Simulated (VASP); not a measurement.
# MgO (Fm-3m) in VASP: single point with PBE

Aim: the single point of MgO with PBE.

Everything below comes from runs of VASP 6.6.1. Logs are shortened: lines on timing, memory, paths and dates and some standing lists are left out, and cuts for length are marked.

**1. The cell of the first run**

It takes space group Fm-3m (No. 225, cubic). Conventional cell: a = 4.156 Å, b = 4.156 Å, c = 4.156 Å, α = 90.00°, β = 90.00°, γ = 90.00°. Mg (site symmetry m-3m) has 6 O at 2.08 Å within 2.8 Å. O (site symmetry m-3m) has 6 Mg at 2.08 Å within 2.8 Å.

**2. Single point, PBE**

INCAR

```
  ALGO = Normal
  EDIFF = 1E-6
  ENCUT = 840
  GGA = PE
  GGA_COMPAT = F
  ISIF = 2
  ISMEAR = 0
  LASPH = T
  LCHARG = F
  LREAL = F
  LWAVE = F
  NBANDS = 15
  NELM = 120
  PREC = Accurate
  SIGMA = 0.02
```

KPOINTS

```
k-points
0
Gamma
  10 10 10
```

POSCAR

```
MgO
1.0
    0.0000000000      2.0781683242      2.0781683242
    2.0781683242      0.0000000000      2.0781683242
    2.0781683242      2.0781683242      0.0000000000
Mg O
1 1
Direct
    0.0000000000      0.0000000000      0.0000000000
    0.5000000000      0.5000000000      0.5000000000
```

Potentials or basis: VASP PAW PBE potentials, release 64 (Mg_sv, O).

The run is started by

```bash
$ cat potpaw_PBE.64/Mg_sv/POTCAR potpaw_PBE.64/O/POTCAR > POTCAR
$ mpirun -np 1 vasp_std > vasp.out
```

OUTCAR:

```text
EDIFF = 1E-6
   ENCUT = 840
   GGA = PE
   ISIF = 2
   ISMEAR = 0
   LASPH = T
   LREAL = F
   NELM = 120
   PREC = Accurate

 ion  position               nearest neighbor table
   1  0.000  0.000  0.000-   2 2.08   2 2.08   2 2.08   2 2.08   2 2.08   2 2.08
   2  0.500  0.500  0.500-   1 2.08   1 2.08   1 2.08   1 2.08   1 2.08   1 2.08

  LATTYP: Found a face centered cubic cell.
 ALAT       =     4.1563366484

  Lattice vectors:

 A1 = (   0.0000000000,   2.0781683242,   2.0781683242)
 A2 = (   2.0781683242,   0.0000000000,   2.0781683242)
 A3 = (   2.0781683242,   2.0781683242,   0.0000000000)

Analysis of symmetry for initial positions (statically):
=====================================================================
 Subroutine PRICEL returns:
 Original cell was already a primitive cell.

 Routine SETGRP: Setting up the symmetry group for a
 face centered cubic supercell.

 Subroutine GETGRP returns: Found 48 space group operations
 (whereof 48 operations were pure point group operations)
 out of a pool of 48 trial point group operations.

The static configuration has the point symmetry O_h .

Analysis of symmetry for dynamics (positions and initial velocities):
=====================================================================
 Subroutine PRICEL returns:
 Original cell was already a primitive cell.

 Routine SETGRP: Setting up the symmetry group for a
 face centered cubic supercell.

 Subroutine GETGRP returns: Found 48 space group operations
 (whereof 48 operations were pure point group operations)
 out of a pool of 48 trial point group operations.

The dynamic configuration has the point symmetry O_h .

 Subroutine INISYM returns: Found 48 space group operations
 (whereof 48 operations are pure point group operations),
 and found     1 'primitive' translations

----------------------------------------------------------------------------------------

                                     Primitive cell

  volume of cell :      17.9503

  direct lattice vectors                    reciprocal lattice vectors
     0.000000000  2.078168324  2.078168324    -0.240596488  0.240596488  0.240596488
     2.078168324  0.000000000  2.078168324     0.240596488 -0.240596488  0.240596488
     2.078168324  2.078168324  0.000000000     0.240596488  0.240596488 -0.240596488

  length of vectors
     2.938973829  2.938973829  2.938973829     0.416725341  0.416725341  0.416725341

  position of ions in fractional coordinates (direct lattice)
     0.000000000  0.000000000  0.000000000
     0.500000000  0.500000000  0.500000000

  ion indices of the primitive-cell ions
   primitive index   ion index
                 1           1
                 2           2

----------------------------------------------------------------------------------------

 KPOINTS: k-points

Automatic generation of k-mesh.
 Grid dimensions read from file:
 generate k-points for:   10   10   10

 Generating k-lattice:

  Cartesian coordinates                     Fractional coordinates (reciprocal lattice)
    -0.024059649  0.024059649  0.024059649     0.100000000  0.000000000  0.000000000
     0.024059649 -0.024059649  0.024059649     0.000000000  0.100000000  0.000000000
     0.024059649  0.024059649 -0.024059649     0.000000000  0.000000000  0.100000000

  Length of vectors
     0.041672534  0.041672534  0.041672534

  Shift w.r.t. Gamma in fractional coordinates (k-lattice)
     0.000000000  0.000000000  0.000000000

 Subroutine IBZKPT returns following result:
 ===========================================

 Found     47 irreducible k-points:

 Following reciprocal coordinates:
            Coordinates               Weight
  0.000000  0.000000  0.000000      1.000000
  0.100000  0.000000  0.000000      8.000000
  0.200000  0.000000  0.000000      8.000000
  0.300000  0.000000  0.000000      8.000000
  0.400000  0.000000  0.000000      8.000000
  0.500000  0.000000  0.000000      4.000000
[... 16 lines left out ...]
  0.300000  0.300000  0.000000      6.000000
  0.400000  0.300000  0.000000     24.000000
 [... further k-points ...]
   k-points           NKPTS =     47   k-points in BZ     NKDIM =     47   number of bands    NBANDS=     15
   number of dos      NEDOS =    301   number of ions     NIONS =      2
   total plane-waves  NPLWV =  21952
   dimension x,y,z NGX =    28 NGY =   28 NGZ =   28
   dimension x,y,z NGXF=    56 NGYF=   56 NGZF=   56
   ions per type =               1   1
   NGX,Y,Z   is equivalent  to a cutoff of  15.84, 15.84, 15.84 a.u.
   NGXF,Y,Z  is equivalent  to a cutoff of  31.68, 31.68, 31.68 a.u.
 SYSTEM =  unknown system
   PREC   = accura    normal or accurate (medium, high low for compatibility)
   ISTART =      0    job   : 0-new  1-cont  2-samecut
   ICHARG =      2    charge: 1-file 2-atom 10-const
   ISPIN  =      1    spin polarized calculation?
   LNONCOLLINEAR =      F non collinear calculations
   LSORBIT =      F    spin-orbit coupling
   LASPH  =      T    aspherical Exc in radial PAW
   ENCUT  =  840.0 eV  61.74 Ry    7.86 a.u.   6.95  6.95  6.95*2*pi/ulx,y,z
   NELM   =    120;   NELMIN=  2; NELMDL= -5     # of ELM steps
   EDIFF  = 0.1E-05   stopping-criterion for ELM
   LREAL  =      F    real-space projection
   EDIFFG = 0.1E-04   stopping-criterion for IOM
   NSW    =      0    number of steps for IOM
   IBRION =     -1    ionic relax: 0-MD 1-quasi-New 2-CG
   NFREE  =      0    steps in history (QN), initial steepest desc. (CG)
   ISIF   =      2    stress and relaxation
   ISYM   =      2    0-nonsym 1-usesym 2-fastsym
   POTIM  = 0.5000    time-step for ionic-motion
   TEBEG  =    0.0;   TEEND  =   0.0 temperature during run
   PSTRESS=    0.0 pullay stress
   NELECT =      16.0000    total number of electrons
   NUPDOWN=      -1.0000    fix difference up-down
   EMIN   =  10.00;   EMAX   =-10.00  energy-range for DOS
   EFERMI =   0.00;   METHOD = LEGACY
   ISMEAR =     0;   SIGMA  =   0.02  broadening in eV -4-tet -1-fermi 0-gaus
   EFERMI_NEDOS =   21; number of points for ismear=-14 and -15
   IALGO  =     38    algorithm
   IMIX   =      4    mixing-type and parameters
     AMIX     =   0.40;   BMIX     =  1.00
     AMIX_MAG =   1.60;   BMIX_MAG =  1.00
  volume/ion in A,a.u.               =       8.98        60.57
  Fermi-wavevector in a.u.,A,eV,Ry     =   1.575521  2.977302 33.773271  2.482265
  Thomas-Fermi vector in A             =   2.676492
   LORBIT       =      0    0 simple, 1 ext, 2 COOP (PROOUT), +10 PAW based schemes
   GGA     = PE    functional components
   LHFCALC =     F    Hartree Fock is set to
   AEXX    =    0.0000 exact exchange contribution
   IVDW    =     0    specifies the selected vdW correction
   LEPSILON=     F    determine dielectric tensor
   LRPA    =     F    only Hartree local field effects (RPA)
 non-spin polarized calculation
 Gauss-broadening in eV      SIGMA  =   0.02
  energy-cutoff  :      840.00
  volume of cell :       17.95
 maximum number of plane-waves:      1006
   NGX = 13   NGY = 13   NGZ = 13

 number of electron      15.9999997 magnetization

 Free energy of the ion-electron system (eV)
  ---------------------------------------------------
  ext. energy  EPLUGINS =         0.00000000
  ---------------------------------------------------
  free energy    TOTEN  =       -11.83431171 eV

  energy without entropy =      -11.83431171  energy(sigma->0) =      -11.83431171

 E-fermi :   3.4900     XC(G=0): -11.5941

 val. band max:        3.2087762152   @ k =   0.0000   0.0000   0.0000
 cond. band min:       8.3460216292   @ k =   0.0000   0.0000   0.0000
 fundamental gap:      5.1372454140
 Fermi energy:         3.4899878774

 k-point     1 :       0.0000    0.0000    0.0000
  band No.  band energies     occupation
      1     -68.9242      2.00000
      2     -35.6437      2.00000
      3     -35.6437      2.00000
      4     -35.6436      2.00000
      5     -14.2478      2.00000
      6       3.2088      2.00000
      7       3.2088      2.00000
      8       3.2088      2.00000
      9       8.3460      0.00000
     10      19.2412      0.00000
     11      19.2412      0.00000
     12      19.2412      0.00000
     13      23.2619      0.00000
     14      25.0885      0.00000
     15      25.0885      0.00000

 k-point     2 :       0.1000    0.0000    0.0000
  band No.  band energies     occupation
      1     -68.9232      2.00000
      2     -35.6536      2.00000
      3     -35.6446      2.00000
      4     -35.6446      2.00000
      5     -14.1311      2.00000
      6       2.5506      2.00000
      7       3.1361      2.00000
      8       3.1361      2.00000
      9       8.9691      0.00000
     10      17.9803      0.00000
     11      19.4968      0.00000
     12      19.4968      0.00000
     13      24.4254      0.00000
     14      24.4254      0.00000
     15      24.9967      0.00000

 k-point     3 :       0.2000    0.0000    0.0000
  band No.  band energies     occupation
      1     -68.9208      2.00000
      2     -35.6794      2.00000
      3     -35.6472      2.00000
      4     -35.6472      2.00000
      5     -13.8102      2.00000
      6       1.1918      2.00000
      7       2.9522      2.00000
      8       2.9522      2.00000
      9      10.1587      0.00000
     10      16.4803      0.00000
     11      20.0342      0.00000
     12      20.0342      0.00000
     13      23.7514      0.00000
     14      23.7514      0.00000
     15      26.1680      0.00000

 k-point     4 :       0.3000    0.0000    0.0000
  band No.  band energies     occupation
      1     -68.9174      2.00000
      2     -35.7110      2.00000
      3     -35.6503      2.00000
      4     -35.6503      2.00000
      5     -13.3761      2.00000
      6      -0.1858      2.00000
      7       2.7361      2.00000
      8       2.7361      2.00000
      9      11.0525      0.00000
     10      15.8738      0.00000
     11      20.2306      0.00000
     12      20.2306      0.00000
     13      24.1829      0.00000
     14      24.1829      0.00000
     15      25.5816      0.00000
[... 307 lines left out ...]
 k-point    22 :      -0.2000    0.2000    0.0000
  band No.  band energies     occupation
      1     -68.9165      2.00000
      2     -35.7054      2.00000
      3     -35.6691      2.00000
      4     -35.6493      2.00000
      5     -13.2537      2.00000
      6       0.0183      2.00000
      7       1.8162      2.00000
      8       2.7284      2.00000
      9      12.0587      0.00000
     10      15.3393      0.00000
     11      18.8052      0.00000
     12      21.5185      0.00000
     13      21.9917      0.00000
     14      25.0610      0.00000
     15      28.8014      0.00000

 k-point    23 :       0.3000    0.3000    0.0000
  band No.  band energies     occupation
      1     -68.9154      2.00000
      2     -35.7029      2.00000
      3     -35.6658      2.00000
      4     -35.6658      2.00000
      5     -13.1761      2.00000
      6      -0.0390      2.00000
      7       2.2359      2.00000
      8       2.2359      2.00000
      9      12.5045      0.00000
     10      13.7289      0.00000
     11      18.1113      0.00000
     12      21.6504      0.00000
     13      21.6504      0.00000
     14      27.8138      0.00000
     15      31.4477      0.00000

 k-point    24 :       0.4000    0.3000    0.0000
  band No.  band energies     occupation
      1     -68.9132      2.00000
      2     -35.7153      2.00000
      3     -35.6722      2.00000
      4     -35.6693      2.00000
      5     -12.9126      2.00000
      6      -0.4814      2.00000
      7       1.8547      2.00000
      8       2.0825      2.00000
      9      13.1430      0.00000
     10      13.5787      0.00000
     11      17.2643      0.00000
     12      21.9363      0.00000
     13      22.1494      0.00000
     14      28.5987      0.00000
     15      31.0221      0.00000

 [... further k-points ...]
[... 5 lines left out ...]
  --------------------------------------------------------------------------------------
  -------------------------------------------------------------------------------------
  Total        1.3578427      1.3578427      1.3578427      0.0000000      0.0000000     -0.0000000
  in kB      121.1958845    121.1958845    121.1958845      0.0000000      0.0000000     -0.0000000
  external PRESSURE =     121.1958845 kB  Pullay stress =       0.0000000 kB

 VOLUME and BASIS-vectors are now :
 -----------------------------------------------------------------------------
  energy-cutoff  :      840.00
  volume of cell :       17.95
      direct lattice vectors                 reciprocal lattice vectors
     0.000000000  2.078168324  2.078168324    -0.240596488  0.240596488  0.240596488
     2.078168324  0.000000000  2.078168324     0.240596488 -0.240596488  0.240596488
     2.078168324  2.078168324  0.000000000     0.240596488  0.240596488 -0.240596488

 POSITION                                       TOTAL-FORCE (eV/Angst)
 -----------------------------------------------------------------------------------
      0.00000      0.00000      0.00000         0.000000      0.000000      0.000000
      2.07817      2.07817      2.07817        -0.000000     -0.000000     -0.000000
 -----------------------------------------------------------------------------------
    total drift:                                0.000000      0.000000      0.000000

  FREE ENERGIE OF THE ION-ELECTRON SYSTEM (eV)
  ---------------------------------------------------
  free  energy   TOTEN  =       -11.8343117076 eV

  energy  without entropy=      -11.8343117076  energy(sigma->0) =      -11.83431171
```

It took 17 s on 1 thread of Intel Xeon Platinum 8375C at 2.90GHz (Ice Lake), shared host; peak memory 0.16 GiB.

What came out:

```yaml
Free_energy: -11.8343 eV
Pressure: 12.1 GPa
Band_gap_on_the_k_mesh: 5.14 eV
```

Caveat: the cell stands under pressure.
